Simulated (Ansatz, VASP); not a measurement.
**Ti: VASP beside Ansatz**

```
Ti
1.0
     4.51529    0.00000    0.00000
    -2.25765    3.91036    0.00000
     0.00000    0.00000    2.79879
Ti
3
Direct
  0.95228 0.94885 0.00000
  0.33333 0.66667 0.50000
  0.66667 0.33333 0.50000
```

Alike in both runs: task single point; functional PBEsol; k mesh 12 × 12 × 18; occupations gaussian, width 0.15 eV; no spin polarisation.

|  | VASP | Ansatz |
| --- | --- | --- |
| version | VASP 6.6.1 | Ansatz 0.2.0 |
| potentials or method | VASP PAW PBE potentials, release 64 (Ti_sv), cutoff 520 eV | scalar-relativistic, plane waves, PAW |
| valence electrons in the cell | 36 | 36 |

```tsv
	VASP	Ansatz	Ansatz less VASP
gap on the k mesh at the Fermi level (eV)	none	none	-
pressure (GPa)	1.1	1.4	+0.29
traceless stress, the component that is largest in VASP (GPa)	-1.17	-1.15	+0.020
rms of the force components (eV/Å)	0.405	0.409	+0.0045
```

VASP's potentials were made for PBE, not for PBEsol. Atom by atom the forces differ by 0.005 eV/Å (rms over components). A gap of «none» marks a metal or a gap that the smearing closes. With one functional, cell and mesh, what is left measures potentials, basis and numerics.
